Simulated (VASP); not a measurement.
# SrVO3 (Pm-3m) in VASP: further runs

SrVO3 is run at these levels: PBE+U; tasks: single point.

Program: VASP 6.6.1. These are calculated values, not measurements. Logs are shortened: lines on timing, memory, paths and dates and some standing lists are left out, and cuts for length are marked.

### Step 1. The cell of the first run

Symmetry: Pm-3m, No. 221, cubic system. The conventional cell has a = 3.946 Å, b = 3.946 Å, c = 3.946 Å, α = 90.00°, β = 90.00°, γ = 90.00°. Within 3.7 Å of Sr (site symmetry m-3m) lie 12 O at 2.79 Å and 8 V at 3.42 Å. Within 2.6 Å of V (site symmetry m-3m) lie 6 O at 1.97 Å. O (site symmetry 4/mmm) has 2 V at 1.97 Å within 2.6 Å.

### Step 2. Single point, PBE+U, collinear spin, ferromagnetic start

File INCAR:

```
  ALGO = Normal
  EDIFF = 1E-6
  ENCUT = 520
  GGA = PE
  ISIF = 2
  ISMEAR = 0
  ISPIN = 2
  LASPH = T
  LCHARG = T
  LDAU = T
  LDAUJ = 0 0 0
  LDAUL = -1 2 -1
  LDAUPRINT = 1
  LDAUTYPE = 2
  LDAUU = 0 3.25 0
  LELF = T
  LMAXMIX = 4
  LORBIT = 11
  LREAL = F
  LVHAR = T
  LWAVE = F
  MAGMOM = 0 1 0 0 0
  NBANDS = 32
  NELM = 150
  PREC = Accurate
  SIGMA = 0.1
```

File KPOINTS:

```
k-points
0
Gamma
  6 6 6
```

File POSCAR:

```
SrVO3
1.0
    3.9462000000      0.0000000000      0.0000000000
    0.0000000000      3.9462000000      0.0000000000
    0.0000000000      0.0000000000      3.9462000000
Sr V O
1 1 3
Direct
    0.0000000000      0.0000000000      0.0000000000
    0.5000000000      0.5000000000      0.5000000000
    0.5000000000      0.5000000000      0.0000000000
    0.5000000000      0.0000000000      0.5000000000
    0.0000000000      0.5000000000      0.5000000000
```

Potentials or basis: VASP PAW PBE potentials, release 64 (Sr_sv, V_sv, O).

The run is started by

```sh
cat potpaw_PBE.64/Sr_sv/POTCAR potpaw_PBE.64/V_sv/POTCAR potpaw_PBE.64/O/POTCAR > POTCAR
mpirun -np 1 vasp_std > vasp.out
```

OUTCAR:

```text
EDIFF = 1E-6
   ENCUT = 520
   GGA = PE
   ISIF = 2
   ISMEAR = 0
   ISPIN = 2
   LASPH = T
   LORBIT = 11
   LREAL = F
   NELM = 150
   PREC = Accurate

 ion  position               nearest neighbor table
   1  0.000  0.000  0.000-   3 2.79   4 2.79   5 2.79   4 2.79   5 2.79   3 2.79   5 2.79   5 2.79
                             3 2.79   4 2.79   4 2.79   3 2.79   2 3.42   2 3.42   2 3.42   2 3.42
   2  0.500  0.500  0.500-   3 1.97   4 1.97   5 1.97   3 1.97   4 1.97   5 1.97   1 3.42   1 3.42
                             1 3.42   1 3.42   1 3.42   1 3.42   1 3.42   1 3.42
   3  0.500  0.500  0.000-   2 1.97   2 1.97   1 2.79   1 2.79   1 2.79   1 2.79
   4  0.500  0.000  0.500-   2 1.97   2 1.97   1 2.79   1 2.79   1 2.79   1 2.79
   5  0.000  0.500  0.500-   2 1.97   2 1.97   1 2.79   1 2.79   1 2.79   1 2.79

  LATTYP: Found a simple cubic cell.
 ALAT       =     3.9462000000

  Lattice vectors:

 A1 = (   3.9462000000,   0.0000000000,   0.0000000000)
 A2 = (   0.0000000000,   3.9462000000,   0.0000000000)
 A3 = (   0.0000000000,   0.0000000000,   3.9462000000)

Analysis of symmetry for initial positions (statically):
=====================================================================
 Subroutine PRICEL returns:
 Original cell was already a primitive cell.

 Routine SETGRP: Setting up the symmetry group for a
 simple cubic supercell.

 Subroutine GETGRP returns: Found 48 space group operations
 (whereof 48 operations were pure point group operations)
 out of a pool of 48 trial point group operations.

The static configuration has the point symmetry O_h .

Analysis of symmetry for dynamics (positions and initial velocities):
=====================================================================
 Subroutine PRICEL returns:
 Original cell was already a primitive cell.

 Routine SETGRP: Setting up the symmetry group for a
 simple cubic supercell.

 Subroutine GETGRP returns: Found 48 space group operations
 (whereof 48 operations were pure point group operations)
 out of a pool of 48 trial point group operations.

The dynamic configuration has the point symmetry O_h .

Analysis of structural, dynamic, and magnetic symmetry:
=====================================================================
 Subroutine PRICEL returns:
 Original cell was already a primitive cell.

[... 181 lines left out ...]
  o =  0.4589  v =  0.0000 -0.9805  0.0000 -0.1965  0.0000  0.0000  0.0000  0.0000  0.0000  0.0000      0.0000  0.0000  0.0000  0.0000  0.0000  0.0000  0.0000  0.0000  0.0000  0.0000
  o =  0.4589  v =  1.0000  0.0000  0.0000  0.0000  0.0000  0.0000  0.0000  0.0000  0.0000  0.0000      0.0000  0.0000  0.0000  0.0000  0.0000  0.0000  0.0000  0.0000  0.0000  0.0000

 number of electron      41.0000006 magnetization       0.9999942

 Free energy of the ion-electron system (eV)
  ---------------------------------------------------
  ext. energy  EPLUGINS =         0.00000000
  ---------------------------------------------------
  free energy    TOTEN  =       -36.10121119 eV

  energy without entropy =      -36.08169077  energy(sigma->0) =      -36.09145098

 E-fermi :   5.2303     XC(G=0): -11.1343

 val. band max:        5.2289849386   @ k =   0.5000   0.3333   0.0000
 cond. band min:       5.2591456795   @ k =   0.3333   0.1667   0.1667
 fundamental gap:      0.0301607409
 Fermi energy:         5.2303150342

 spin component 1

 k-point     1 :       0.0000    0.0000    0.0000
  band No.  band energies     occupation
      1     -61.5063      1.00000
      2     -35.2778      1.00000
      3     -35.2778      1.00000
      4     -35.2778      1.00000
      5     -29.1086      1.00000
      6     -13.7000      1.00000
[... 689 lines left out ...]
     31      13.7606      0.00000
     32      17.8007      0.00000
 Fermi energy:         5.2303150342

 spin component 2

 k-point     1 :       0.0000    0.0000    0.0000
  band No.  band energies     occupation
      1     -60.2880      1.00000
      2     -34.0760      1.00000
      3     -34.0760      1.00000
      4     -34.0760      1.00000
      5     -29.1105      1.00000
      6     -13.7708      1.00000
[... 689 lines left out ...]
     31      13.7972      0.00000
     32      17.7559      0.00000

------------------------ aborting loop because EDIFF is reached ----------------------------------------

  FORCE on cell =-STRESS in cart. coord.  units (eV):
  Direction    XX          YY          ZZ          XY          YZ          ZX
  --------------------------------------------------------------------------------------
  -------------------------------------------------------------------------------------
  Total       -2.1711814     -2.1711814     -2.1711814      0.0000000      0.0000000     -0.0000000
  in kB      -56.6069064    -56.6069064    -56.6069064      0.0000000      0.0000000     -0.0000000
  external PRESSURE =     -56.6069064 kB  Pullay stress =       0.0000000 kB

 VOLUME and BASIS-vectors are now :
 -----------------------------------------------------------------------------
  energy-cutoff  :      520.00
  volume of cell :       61.45
      direct lattice vectors                 reciprocal lattice vectors
     3.946200000  0.000000000  0.000000000     0.253408342  0.000000000  0.000000000
     0.000000000  3.946200000  0.000000000     0.000000000  0.253408342  0.000000000
     0.000000000  0.000000000  3.946200000     0.000000000  0.000000000  0.253408342

 POSITION                                       TOTAL-FORCE (eV/Angst)
 -----------------------------------------------------------------------------------
      0.00000      0.00000      0.00000         0.000000      0.000000      0.000000
      1.97310      1.97310      1.97310         0.000000      0.000000      0.000000
      1.97310      1.97310      0.00000         0.000000      0.000000      0.000000
      1.97310      0.00000      1.97310         0.000000      0.000000      0.000000
      0.00000      1.97310      1.97310         0.000000      0.000000      0.000000
 -----------------------------------------------------------------------------------
    total drift:                                0.000000      0.000000     -0.000000

  FREE ENERGIE OF THE ION-ELECTRON SYSTEM (eV)
  ---------------------------------------------------
  free  energy   TOTEN  =       -36.1012111933 eV

  energy  without entropy=      -36.0816907710  energy(sigma->0) =      -36.09145098

 total charge

# of ion       s       p       d       tot
------------------------------------------
    1        1.996   5.788   0.187   7.971
    2        2.264   6.301   2.758  11.323
    3        1.561   3.458   0.000   5.019
    4        1.561   3.458   0.000   5.019
    5        1.561   3.458   0.000   5.019
--------------------------------------------------
tot          8.943  22.462   2.945  34.350

 magnetization (x)

# of ion       s       p       d       tot
------------------------------------------
    1       -0.000  -0.002   0.001  -0.001
    2        0.009   0.010   1.137   1.157
    3       -0.002  -0.065   0.000  -0.067
    4       -0.002  -0.065   0.000  -0.067
    5       -0.002  -0.065   0.000  -0.067
--------------------------------------------------
tot          0.003  -0.186   1.139   0.956
```

Wall time 39 s (1 thread of Intel Xeon 6975P-C (Granite Rapids), shared host); peak memory 0.22 GiB.

Results:

| Quantity | Value |
| --- | --- |
| Free energy | -36.1012 eV |
| Pressure | -5.7 GPa |
| Band gap on the k mesh | zero (filled and empty bands overlap) |
| Net moment | 1.00 μB per cell |
| Site moments | Sr -0.00; V +1.16; O -0.07 μB |
| Valence electrons inside the program's atomic spheres | Sr 7.97; V 11.32; O 5.02 |

Levels at points of the mesh, in eV from the Fermi level:
Spin up:
| k point | band 18 | band 19 | band 20 | band 21 | band 22 | band 23 | band 24 | band 25 |
| --- | --- | --- | --- | --- | --- | --- | --- | --- |
| (0.00, 0.00, 0.00) | -1.90 | -1.90 | -1.90 | -1.52 | -1.52 | -1.52 | 1.16 | 1.16 |
| (0.50, 0.00, 0.00) | -3.32 | -2.30 | -2.30 | -1.44 | 0.38 | 0.38 | 1.17 | 3.20 |
| (0.50, 0.50, 0.00) | -3.00 | -3.00 | -1.53 | 0.32 | 0.32 | 0.56 | 2.04 | 5.06 |
| (0.50, 0.50, 0.50) | -1.45 | -1.45 | -1.45 | 0.78 | 0.78 | 0.78 | 5.06 | 5.06 |
Spin down:
```
           k point  band 18  band 19  band 20  band 21  band 22  band 23
(0.00, 0.00, 0.00)    -2.01    -2.01    -2.01     0.81     0.81     0.81
(0.50, 0.00, 0.00)    -3.42    -2.40    -2.40     0.97     1.91     2.35
(0.50, 0.50, 0.00)    -3.09    -3.09    -1.66     2.36     2.36     2.73
(0.50, 0.50, 0.50)    -1.58    -1.58    -1.58     2.92     2.92     2.92
```

Eigenvalues of the final occupation matrices:
```csv
site,spin,trace,eigenvalues
site 2 d,1,1.96,0.29 0.29 0.46 0.46 0.46
site 2 d,2,0.82,0.10 0.10 0.10 0.26 0.26
```

Caveat: the cell stands under tension.

### Step 3. Single point, PBE+U, collinear spin, ferromagnetic start

File INCAR:

```
  PREC = Accurate
  ENCUT = 520
  EDIFF = 1E-6
  ISMEAR = 0
  SIGMA = 0.1
  LREAL = False
  LASPH = True
  NELM = 150
  ALGO = Normal
  ISIF = 2
  LWAVE = False
  LCHARG = False
  ISPIN = 2
  MAGMOM = 0 0.97 -0.08 -0.01 -0.01
  LORBIT = 11
  LMAXMIX = 4
  LDAU = True
  LDAUTYPE = 2
  LDAUL = -1 2 -1
  LDAUU = 0 3.25 0
  LDAUJ = 0 0 0
  LDAUPRINT = 1
  GGA = PE
  NBANDS = 32
```

File KPOINTS:

```
Automatic mesh
0
Gamma
  6 6 6
```

POSCAR is that of step 2.

Potentials or basis: VASP PAW PBE potentials, release 64 (Sr_sv, V_sv, O).

The run is started by

```sh
cat potpaw_PBE.64/Sr_sv/POTCAR potpaw_PBE.64/V_sv/POTCAR potpaw_PBE.64/O/POTCAR > POTCAR
mpirun -np 1 vasp_std > vasp.out
```

OUTCAR:

```text
PREC = Accurate
   ENCUT = 520
   EDIFF = 1E-6
   ISMEAR = 0
   LREAL = False
   LASPH = True
   NELM = 150
   ISIF = 2
   ISPIN = 2
   LORBIT = 11
   GGA = PE

 ion  position               nearest neighbor table
   1  0.000  0.000  0.000-   3 2.79   4 2.79   5 2.79   4 2.79   5 2.79   3 2.79   5 2.79   5 2.79
                             3 2.79   4 2.79   4 2.79   3 2.79   2 3.42   2 3.42   2 3.42   2 3.42
   2  0.500  0.500  0.500-   3 1.97   4 1.97   5 1.97   3 1.97   4 1.97   5 1.97   1 3.42   1 3.42
                             1 3.42   1 3.42   1 3.42   1 3.42   1 3.42   1 3.42
   3  0.500  0.500  0.000-   2 1.97   2 1.97   1 2.79   1 2.79   1 2.79   1 2.79
   4  0.500  0.000  0.500-   2 1.97   2 1.97   1 2.79   1 2.79   1 2.79   1 2.79
   5  0.000  0.500  0.500-   2 1.97   2 1.97   1 2.79   1 2.79   1 2.79   1 2.79

  LATTYP: Found a simple cubic cell.
 ALAT       =     3.9462000000

  Lattice vectors:

 A1 = (   3.9462000000,   0.0000000000,   0.0000000000)
 A2 = (   0.0000000000,   3.9462000000,   0.0000000000)
[... 1934 lines left out ...]
  -------------------------------------------------------------------------------------
  Total       -2.1649635     -2.1649635     -2.1654349      0.0000000     -0.0000000     -0.0000000
  in kB      -56.4447939    -56.4447939    -56.4570830      0.0000000     -0.0000000     -0.0000000
  external PRESSURE =     -56.4488903 kB  Pullay stress =       0.0000000 kB

 VOLUME and BASIS-vectors are now :
 -----------------------------------------------------------------------------
  energy-cutoff  :      520.00
  volume of cell :       61.45
      direct lattice vectors                 reciprocal lattice vectors
     3.946200000  0.000000000  0.000000000     0.253408342  0.000000000  0.000000000
     0.000000000  3.946200000  0.000000000     0.000000000  0.253408342  0.000000000
     0.000000000  0.000000000  3.946200000     0.000000000  0.000000000  0.253408342

 POSITION                                       TOTAL-FORCE (eV/Angst)
 -----------------------------------------------------------------------------------
      0.00000      0.00000      0.00000         0.000000      0.000000      0.000000
      1.97310      1.97310      1.97310         0.000000      0.000000      0.000000
      1.97310      1.97310      0.00000         0.000000      0.000000      0.000000
      1.97310      0.00000      1.97310         0.000000      0.000000      0.000000
      0.00000      1.97310      1.97310         0.000000      0.000000      0.000000
 -----------------------------------------------------------------------------------
    total drift:                                0.000000      0.000000     -0.000000

  FREE ENERGIE OF THE ION-ELECTRON SYSTEM (eV)
  ---------------------------------------------------
  free  energy   TOTEN  =       -36.1012033851 eV

  energy  without entropy=      -36.0816826310  energy(sigma->0) =      -36.09144301

 total charge

# of ion       s       p       d       tot
------------------------------------------
    1        1.996   5.788   0.187   7.971
    2        2.264   6.301   2.758  11.324
    3        1.561   3.458   0.000   5.019
    4        1.561   3.458   0.000   5.019
    5        1.561   3.458   0.000   5.019
--------------------------------------------------
tot          8.943  22.462   2.945  34.350

 magnetization (x)

# of ion       s       p       d       tot
------------------------------------------
    1       -0.000  -0.002   0.001  -0.001
    2        0.009   0.010   1.137   1.157
    3       -0.002  -0.065   0.000  -0.067
    4       -0.002  -0.065   0.000  -0.067
    5       -0.002  -0.065   0.000  -0.067
--------------------------------------------------
tot          0.003  -0.186   1.139   0.956
```

stdout:

```text
POSCAR found type information on POSCAR SrV O
 POSCAR found :  3 types and       5 ions
 scaLAPACK will be used
 LDA part: xc-table for (Slater+PW92), standard interpolation
 POSCAR, INCAR and KPOINTS ok, starting setup
 FFT: planning ... GRIDC
 FFT: planning ... GRID_SOFT
 FFT: planning ... GRID
 WAVECAR not read
 entering main loop
```

It took 82 s on 1 thread of Intel Xeon 6975P-C (Granite Rapids), shared host; peak memory 0.27 GiB.

What came out:

| Property | Result |
| --- | --- |
| Free energy | -36.1012 eV |
| Pressure | -5.6 GPa |
| Band gap on the k mesh | zero (filled and empty bands overlap) |
| Net moment | 1.00 μB per cell |
| Site moments | Sr -0.00; V +1.16; O -0.07 μB |
| Valence electrons inside the program's atomic spheres | Sr 7.97; V 11.32; O 5.02 |

Levels at points of the mesh, in eV from the Fermi level:
Spin up:
```tsv
k point	band 18	band 19	band 20	band 21	band 22	band 23	band 24	band 25
(0.00, 0.00, 0.00)	-1.90	-1.90	-1.90	-1.52	-1.52	-1.52	1.16	1.16
(0.50, 0.00, 0.00)	-3.32	-2.30	-2.30	-1.44	0.38	0.38	1.17	3.20
(0.00, 0.00, 0.50)	-3.32	-2.30	-2.30	-1.44	0.38	0.38	1.17	3.20
(0.50, 0.50, 0.00)	-3.00	-3.00	-1.53	0.32	0.32	0.56	2.04	5.06
(0.00, 0.50, 0.50)	-3.00	-3.00	-1.53	0.32	0.32	0.56	2.04	5.06
(0.50, 0.50, 0.50)	-1.45	-1.45	-1.45	0.78	0.78	0.78	5.06	5.06
```
Spin down:
```csv
k point,band 17,band 18,band 19,band 20,band 21,band 22,band 23,band 24
"(0.00, 0.00, 0.00)",-2.67,-2.01,-2.01,-2.01,0.81,0.81,0.81,1.90
"(0.50, 0.00, 0.00)",-3.63,-3.42,-2.40,-2.40,0.97,1.91,2.35,2.35
"(0.00, 0.00, 0.50)",-3.63,-3.42,-2.40,-2.40,0.97,1.91,2.35,2.35
"(0.50, 0.50, 0.00)",-3.67,-3.09,-3.09,-1.66,2.36,2.36,2.73,2.76
"(0.00, 0.50, 0.50)",-3.67,-3.09,-3.09,-1.66,2.36,2.36,2.73,2.76
"(0.50, 0.50, 0.50)",-4.98,-1.58,-1.58,-1.58,2.92,2.92,2.92,5.36
```

Eigenvalues of the final occupation matrices:
```
    site  spin  trace               eigenvalues
site 2 d     1   1.96  0.29 0.29 0.46 0.46 0.46
site 2 d     2   0.82  0.10 0.10 0.10 0.26 0.26
```

Caveat: the cell stands under tension. The state reached can hang on the start; a lower one may exist.

### Step 4. Single point, PBE+U, collinear spin, ferromagnetic start

File INCAR:

```
SYSTEM = SrVO3
  PREC = Accurate
  ENCUT = 520
  EDIFF = 1E-6
  ISMEAR = 0
  SIGMA = 0.1
  LREAL = .FALSE.
  LASPH = .TRUE.
  NELM = 150
  ALGO = Normal
  ISIF = 2
  LWAVE = .FALSE.
  LCHARG = .FALSE.
  ISPIN = 2
  MAGMOM = 0 0.97 -0.08 -0.01 -0.01
  LORBIT = 11
  LMAXMIX = 4
  LDAU = .TRUE.
  LDAUTYPE = 2
  LDAUL = -1 2 -1
  LDAUU = 0 3.25 0
  LDAUJ = 0 0 0
  LDAUPRINT = 1
  GGA = PE
  NBANDS = 32
```

File KPOINTS:

```
Automatic mesh
0
G
  6 6 6
  0 0 0
```

POSCAR is that of step 3.

The run is started by

```sh
cat potpaw_PBE.64/Sr_sv/POTCAR potpaw_PBE.64/V_sv/POTCAR potpaw_PBE.64/O/POTCAR > POTCAR
mpirun -np 1 vasp_std > vasp.out
```

Run time: 78 s. Hardware: 1 thread of Intel Xeon 6975P-C (Granite Rapids), shared host; peak memory 0.27 GiB.

It converged, with:

* Free energy: -36.1012 eV
* Pressure: -5.6 GPa
* Band gap on the k mesh: zero (filled and empty bands overlap)
* Net moment: 1.00 μB per cell
* Site moments: Sr -0.00; V +1.16; O -0.07 μB
* Valence electrons inside the program's atomic spheres: Sr 7.97; V 11.32; O 5.02

Levels at points of the mesh, in eV from the Fermi level:
Spin up:
| k point | band 17 | band 18 | band 19 | band 20 | band 21 | band 22 | band 23 | band 24 | band 25 | band 26 |
| --- | --- | --- | --- | --- | --- | --- | --- | --- | --- | --- |
| (0.00, 0.00, 0.00) | -2.56 | -1.90 | -1.90 | -1.90 | -1.52 | -1.52 | -1.52 | 1.16 | 1.16 | 3.95 |
| (0.50, 0.00, 0.00) | -3.90 | -3.32 | -2.30 | -2.30 | -1.44 | 0.38 | 0.38 | 1.17 | 3.20 | 5.76 |
| (0.00, 0.00, 0.50) | -3.90 | -3.32 | -2.30 | -2.30 | -1.44 | 0.38 | 0.38 | 1.17 | 3.20 | 5.76 |
| (0.50, 0.50, 0.00) | -3.66 | -3.00 | -3.00 | -1.53 | 0.32 | 0.32 | 0.56 | 2.04 | 5.06 | 6.28 |
| (0.00, 0.50, 0.50) | -3.66 | -3.00 | -3.00 | -1.53 | 0.32 | 0.32 | 0.56 | 2.04 | 5.06 | 6.28 |
| (0.50, 0.50, 0.50) | -5.35 | -1.45 | -1.45 | -1.45 | 0.78 | 0.78 | 0.78 | 5.06 | 5.06 | 5.32 |
Spin down:
```csv
k point,band 16,band 17,band 18,band 19,band 20,band 21,band 22,band 23,band 24,band 25
"(0.00, 0.00, 0.00)",-2.67,-2.67,-2.01,-2.01,-2.01,0.81,0.81,0.81,1.90,1.90
"(0.50, 0.00, 0.00)",-3.63,-3.63,-3.42,-2.40,-2.40,0.97,1.91,2.35,2.35,3.82
"(0.00, 0.00, 0.50)",-3.63,-3.63,-3.42,-2.40,-2.40,0.97,1.91,2.35,2.35,3.82
"(0.50, 0.50, 0.00)",-4.09,-3.67,-3.09,-3.09,-1.66,2.36,2.36,2.73,2.76,5.55
"(0.00, 0.50, 0.50)",-4.09,-3.67,-3.09,-3.09,-1.66,2.36,2.36,2.73,2.76,5.55
"(0.50, 0.50, 0.50)",-4.98,-4.98,-1.58,-1.58,-1.58,2.92,2.92,2.92,5.36,5.36
```

Eigenvalues of the final occupation matrices:
| site | spin | trace | eigenvalues |
| --- | --- | --- | --- |
| site 2 d | 1 | 1.96 | 0.29 0.29 0.46 0.46 0.46 |
| site 2 d | 2 | 0.82 | 0.10 0.10 0.10 0.26 0.26 |

Caveat: the cell stands under tension. The state reached can hang on the start; a lower one may exist.
